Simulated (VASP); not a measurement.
# MgO (Periclase) (Fm-3m) in VASP: single point with LDA

Aim: the single point of MgO (Periclase) with LDA.

Program: VASP 6.6.1. These are calculated values, not measurements. Logs are shortened: lines on timing, memory, paths and dates and some standing lists are left out, and cuts for length are marked.

**1. The cell of the first run**

Symmetry: Fm-3m, No. 225, cubic system. Conventional cell: a = 4.217 Å, b = 4.217 Å, c = 4.217 Å, α = 90.00°, β = 90.00°, γ = 90.00°. Mg (site symmetry m-3m) has 6 O at 2.11 Å within 2.8 Å. Within 2.8 Å of O (site symmetry m-3m) lie 6 Mg at 2.11 Å.

**2. Single point, LDA**

File INCAR:

```
ALGO = Normal
EDIFF = 1E-7
ENCUT = 520
GGA = CA
ISIF = 2
ISMEAR = 0
LASPH = True
LCHARG = False
LREAL = False
LWAVE = False
NBANDS = 11
NELM = 60
PREC = Accurate
SIGMA = 0.01
```

File KPOINTS:

```
k-points
0
Gamma
  5 5 5
```

File POSCAR:

```
MgO
1.0
    0.0000000000      2.1085000000      2.1085000000
    2.1085000000      0.0000000000      2.1085000000
    2.1085000000      2.1085000000      0.0000000000
Mg O
1 1
Direct
    0.0000000000      0.0000000000      0.0000000000
    0.5000000000      0.5000000000      0.5000000000
```

Potentials or basis: VASP PAW LDA potentials, release 64 (Mg, O).

The run is started by

```bash
$ cat potpaw_LDA.64/Mg/POTCAR potpaw_LDA.64/O/POTCAR > POTCAR
$ mpirun -np 1 vasp_std > vasp.out
```

OUTCAR:

```text
EDIFF = 1E-7
   ENCUT = 520
   GGA = CA
   ISIF = 2
   ISMEAR = 0
   LASPH = True
   LREAL = False
   NELM = 60
   PREC = Accurate

 ion  position               nearest neighbor table
   1  0.000  0.000  0.000-   2 2.11   2 2.11   2 2.11   2 2.11   2 2.11   2 2.11
   2  0.500  0.500  0.500-   1 2.11   1 2.11   1 2.11   1 2.11   1 2.11   1 2.11

  LATTYP: Found a face centered cubic cell.
 ALAT       =     4.2170000000

  Lattice vectors:

 A1 = (   0.0000000000,   2.1085000000,   2.1085000000)
 A2 = (   2.1085000000,   0.0000000000,   2.1085000000)
 A3 = (   2.1085000000,   2.1085000000,   0.0000000000)

Analysis of symmetry for initial positions (statically):
=====================================================================
 Subroutine PRICEL returns:
 Original cell was already a primitive cell.

 Routine SETGRP: Setting up the symmetry group for a
 face centered cubic supercell.

 Subroutine GETGRP returns: Found 48 space group operations
 (whereof 48 operations were pure point group operations)
 out of a pool of 48 trial point group operations.

The static configuration has the point symmetry O_h .

Analysis of symmetry for dynamics (positions and initial velocities):
=====================================================================
 Subroutine PRICEL returns:
 Original cell was already a primitive cell.

 Routine SETGRP: Setting up the symmetry group for a
 face centered cubic supercell.

 Subroutine GETGRP returns: Found 48 space group operations
 (whereof 48 operations were pure point group operations)
 out of a pool of 48 trial point group operations.

The dynamic configuration has the point symmetry O_h .

 Subroutine INISYM returns: Found 48 space group operations
 (whereof 48 operations are pure point group operations),
 and found     1 'primitive' translations

----------------------------------------------------------------------------------------

                                     Primitive cell

  volume of cell :      18.7478

  direct lattice vectors                    reciprocal lattice vectors
     0.000000000  2.108500000  2.108500000    -0.237135404  0.237135404  0.237135404
     2.108500000  0.000000000  2.108500000     0.237135404 -0.237135404  0.237135404
     2.108500000  2.108500000  0.000000000     0.237135404  0.237135404 -0.237135404

  length of vectors
     2.981869296  2.981869296  2.981869296     0.410730569  0.410730569  0.410730569

  position of ions in fractional coordinates (direct lattice)
     0.000000000  0.000000000  0.000000000
     0.500000000  0.500000000  0.500000000

  ion indices of the primitive-cell ions
   primitive index   ion index
                 1           1
                 2           2

----------------------------------------------------------------------------------------

 KPOINTS: k-points

Automatic generation of k-mesh.
 Grid dimensions read from file:
 generate k-points for:    5    5    5

 Generating k-lattice:

  Cartesian coordinates                     Fractional coordinates (reciprocal lattice)
    -0.047427081  0.047427081  0.047427081     0.200000000  0.000000000  0.000000000
     0.047427081 -0.047427081  0.047427081     0.000000000  0.200000000  0.000000000
     0.047427081  0.047427081 -0.047427081     0.000000000  0.000000000  0.200000000

  Length of vectors
     0.082146114  0.082146114  0.082146114

  Shift w.r.t. Gamma in fractional coordinates (k-lattice)
     0.000000000  0.000000000  0.000000000

 Subroutine IBZKPT returns following result:
 ===========================================

 Found     10 irreducible k-points:

 Following reciprocal coordinates:
            Coordinates               Weight
  0.000000  0.000000  0.000000      1.000000
  0.200000  0.000000  0.000000      8.000000
  0.400000  0.000000  0.000000      8.000000
  0.200000  0.200000  0.000000      6.000000
  0.400000  0.200000  0.000000     24.000000
 -0.400000  0.200000  0.000000     24.000000
 -0.200000  0.200000  0.000000     12.000000
  0.400000  0.400000  0.000000      6.000000
 -0.400000  0.400000  0.000000     12.000000
 -0.400000  0.400000  0.200000     24.000000
   k-points           NKPTS =     10   k-points in BZ     NKDIM =     10   number of bands    NBANDS=     11
   number of dos      NEDOS =    301   number of ions     NIONS =      2
   total plane-waves  NPLWV =  13824
   dimension x,y,z NGX =    24 NGY =   24 NGZ =   24
   dimension x,y,z NGXF=    48 NGYF=   48 NGZF=   48
   ions per type =               1   1
   NGX,Y,Z   is equivalent  to a cutoff of  13.38, 13.38, 13.38 a.u.
   NGXF,Y,Z  is equivalent  to a cutoff of  26.76, 26.76, 26.76 a.u.
 SYSTEM =  unknown system
   PREC   = accura    normal or accurate (medium, high low for compatibility)
   ISTART =      0    job   : 0-new  1-cont  2-samecut
   ICHARG =      2    charge: 1-file 2-atom 10-const
   ISPIN  =      1    spin polarized calculation?
   LNONCOLLINEAR =      F non collinear calculations
   LSORBIT =      F    spin-orbit coupling
   LASPH  =      T    aspherical Exc in radial PAW
   ENCUT  =  520.0 eV  38.22 Ry    6.18 a.u.   5.54  5.54  5.54*2*pi/ulx,y,z
   NELM   =     60;   NELMIN=  2; NELMDL= -5     # of ELM steps
   EDIFF  = 0.1E-06   stopping-criterion for ELM
   LREAL  =      F    real-space projection
   EDIFFG = 0.1E-05   stopping-criterion for IOM
   NSW    =      0    number of steps for IOM
   IBRION =     -1    ionic relax: 0-MD 1-quasi-New 2-CG
   NFREE  =      0    steps in history (QN), initial steepest desc. (CG)
   ISIF   =      2    stress and relaxation
   ISYM   =      2    0-nonsym 1-usesym 2-fastsym
   POTIM  = 0.5000    time-step for ionic-motion
   TEBEG  =    0.0;   TEEND  =   0.0 temperature during run
   PSTRESS=    0.0 pullay stress
   NELECT =       8.0000    total number of electrons
   NUPDOWN=      -1.0000    fix difference up-down
   EMIN   =  10.00;   EMAX   =-10.00  energy-range for DOS
   EFERMI =   0.00;   METHOD = LEGACY
   ISMEAR =     0;   SIGMA  =   0.01  broadening in eV -4-tet -1-fermi 0-gaus
   EFERMI_NEDOS =   21; number of points for ismear=-14 and -15
   IALGO  =     38    algorithm
   IMIX   =      4    mixing-type and parameters
     AMIX     =   0.40;   BMIX     =  1.00
     AMIX_MAG =   1.60;   BMIX_MAG =  1.00
  volume/ion in A,a.u.               =       9.37        63.26
  Fermi-wavevector in a.u.,A,eV,Ry     =   1.232503  2.329092 20.668107  1.519063
  Thomas-Fermi vector in A             =   2.367270
   LORBIT       =      0    0 simple, 1 ext, 2 COOP (PROOUT), +10 PAW based schemes
   GGA     = CA    functional components
   LHFCALC =     F    Hartree Fock is set to
   AEXX    =    0.0000 exact exchange contribution
   IVDW    =     0    specifies the selected vdW correction
   LEPSILON=     F    determine dielectric tensor
   LRPA    =     F    only Hartree local field effects (RPA)
 non-spin polarized calculation
 Gauss-broadening in eV      SIGMA  =   0.01
  energy-cutoff  :      520.00
  volume of cell :       18.75
 maximum number of plane-waves:       531
 NGX is ok and might be reduce to    24
   NGX = 11   NGY = 11   NGZ = 11

 number of electron       8.0000005 magnetization

 Free energy of the ion-electron system (eV)
  ---------------------------------------------------
  ext. energy  EPLUGINS =         0.00000000
  ---------------------------------------------------
  free energy    TOTEN  =       -13.41928225 eV

  energy without entropy =      -13.41928225  energy(sigma->0) =      -13.41928225

 E-fermi :   2.9341     XC(G=0): -11.5745

 val. band max:        2.8572593723   @ k =   0.0000   0.0000   0.0000
 cond. band min:       7.4773600074   @ k =   0.0000   0.0000   0.0000
 fundamental gap:      4.6201006351
 Fermi energy:         2.9340893743

 k-point     1 :       0.0000    0.0000    0.0000
  band No.  band energies     occupation
      1     -14.1273      2.00000
      2       2.8573      2.00000
      3       2.8573      2.00000
      4       2.8573      2.00000
      5       7.4774      0.00000
      6      18.3603      0.00000
      7      18.3603      0.00000
      8      18.3603      0.00000
      9      22.3758      0.00000
     10      24.0146      0.00000
     11      24.0146      0.00000

 k-point     2 :       0.2000    0.0000    0.0000
  band No.  band energies     occupation
      1     -13.7155      2.00000
      2       0.8624      2.00000
      3       2.6150      2.00000
      4       2.6150      2.00000
      5       9.2797      0.00000
      6      15.6410      0.00000
      7      19.0703      0.00000
      8      19.0703      0.00000
      9      22.5552      0.00000
     10      22.5552      0.00000
     11      24.7258      0.00000

 k-point     3 :       0.4000    0.0000    0.0000
  band No.  band energies     occupation
      1     -12.9361      2.00000
      2      -1.4621      2.00000
      3       2.2538      2.00000
      4       2.2538      2.00000
      5      10.5220      0.00000
      6      15.0539      0.00000
      7      18.9322      0.00000
      8      18.9322      0.00000
      9      23.5535      0.00000
     10      24.2518      0.00000
     11      24.2518      0.00000

 k-point     4 :       0.2000    0.2000    0.0000
  band No.  band energies     occupation
      1     -13.5932      2.00000
      2       0.8145      2.00000
      3       2.3230      2.00000
      4       2.3230      2.00000
      5       9.9329      0.00000
      6      14.6549      0.00000
      7      19.2345      0.00000
      8      19.5146      0.00000
      9      19.5146      0.00000
     10      25.2258      0.00000
     11      28.5434      0.00000

 k-point     5 :       0.4000    0.2000    0.0000
  band No.  band energies     occupation
      1     -12.9542      2.00000
      2      -0.7329      2.00000
      3       1.5928      2.00000
      4       1.9711      2.00000
      5      11.6755      0.00000
      6      13.9400      0.00000
      7      16.8842      0.00000
      8      19.9075      0.00000
      9      21.1965      0.00000
     10      26.0845      0.00000
     11      28.1029      0.00000

 k-point     6 :      -0.4000    0.2000    0.0000
  band No.  band energies     occupation
      1     -12.6603      2.00000
      2      -1.2502      2.00000
      3       0.9321      2.00000
      4       2.0176      2.00000
      5      12.0898      0.00000
      6      14.8897      0.00000
      7      16.2354      0.00000
      8      19.6480      0.00000
      9      22.7215      0.00000
     10      24.8857      0.00000
     11      27.4888      0.00000

 k-point     7 :      -0.2000    0.2000    0.0000
  band No.  band energies     occupation
      1     -13.1840      2.00000
      2      -0.2761      2.00000
      3       1.4964      2.00000
      4       2.4082      2.00000
      5      11.1430      0.00000
      6      14.5271      0.00000
      7      17.6265      0.00000
      8      20.2663      0.00000
      9      21.0287      0.00000
     10      23.8608      0.00000
     11      27.2396      0.00000

 k-point     8 :       0.4000    0.4000    0.0000
  band No.  band energies     occupation
      1     -12.6761      2.00000
      2      -1.0448      2.00000
      3       1.5993      2.00000
      4       1.5993      2.00000
      5      12.0693      0.00000
      6      12.4260      0.00000
      7      15.8088      0.00000
      8      21.1605      0.00000
      9      21.1605      0.00000
     10      28.3569      0.00000
     11      28.5440      0.00000

 k-point     9 :      -0.4000    0.4000    0.0000
  band No.  band energies     occupation
      1     -12.4905      2.00000
      2      -0.8975      2.00000
      3       0.4767      2.00000
      4       1.6244      2.00000
      5      12.4854      0.00000
      6      13.7993      0.00000
      7      15.3346      0.00000
      8      20.8104      0.00000
      9      20.8304      0.00000
     10      28.8928      0.00000
     11      29.2074      0.00000

 k-point    10 :      -0.4000    0.4000    0.2000
  band No.  band energies     occupation
      1     -12.5604      2.00000
      2      -0.6835      2.00000
      3       0.4424      2.00000
      4       1.4514      2.00000
      5      13.7020      0.00000
      6      13.7797      0.00000
      7      15.2071      0.00000
      8      19.0291      0.00000
      9      23.0027      0.00000
     10      25.1385      0.00000
     11      29.9304      0.00000

------------------------ aborting loop because EDIFF is reached ----------------------------------------

  FORCE on cell =-STRESS in cart. coord.  units (eV):
  Direction    XX          YY          ZZ          XY          YZ          ZX
  --------------------------------------------------------------------------------------
  -------------------------------------------------------------------------------------
  Total       -0.9638362     -0.9638362     -0.9638362      0.0000000     -0.0000000      0.0000000
  in kB      -82.3688498    -82.3688498    -82.3688498      0.0000000     -0.0000000      0.0000000
  external PRESSURE =     -82.3688498 kB  Pullay stress =       0.0000000 kB

 VOLUME and BASIS-vectors are now :
 -----------------------------------------------------------------------------
  energy-cutoff  :      520.00
  volume of cell :       18.75
      direct lattice vectors                 reciprocal lattice vectors
     0.000000000  2.108500000  2.108500000    -0.237135404  0.237135404  0.237135404
     2.108500000  0.000000000  2.108500000     0.237135404 -0.237135404  0.237135404
     2.108500000  2.108500000  0.000000000     0.237135404  0.237135404 -0.237135404

 POSITION                                       TOTAL-FORCE (eV/Angst)
 -----------------------------------------------------------------------------------
      0.00000      0.00000      0.00000        -0.000000     -0.000000      0.000000
      2.10850      2.10850      2.10850         0.000000      0.000000      0.000000
 -----------------------------------------------------------------------------------
    total drift:                               -0.000000     -0.000000      0.000000

  FREE ENERGIE OF THE ION-ELECTRON SYSTEM (eV)
  ---------------------------------------------------
  free  energy   TOTEN  =       -13.4192822514 eV

  energy  without entropy=      -13.4192822514  energy(sigma->0) =      -13.41928225
```

It took 6.2 s on 1 thread of AMD EPYC 7R13, shared host; peak memory 0.09 GiB.

Results:

| Property | Result |
| --- | --- |
| Free energy | -13.4193 eV |
| Pressure | -8.2 GPa |
| Band gap on the k mesh | 4.62 eV, direct |

Caveat: the k points lie up to 0.52 Å⁻¹ apart.
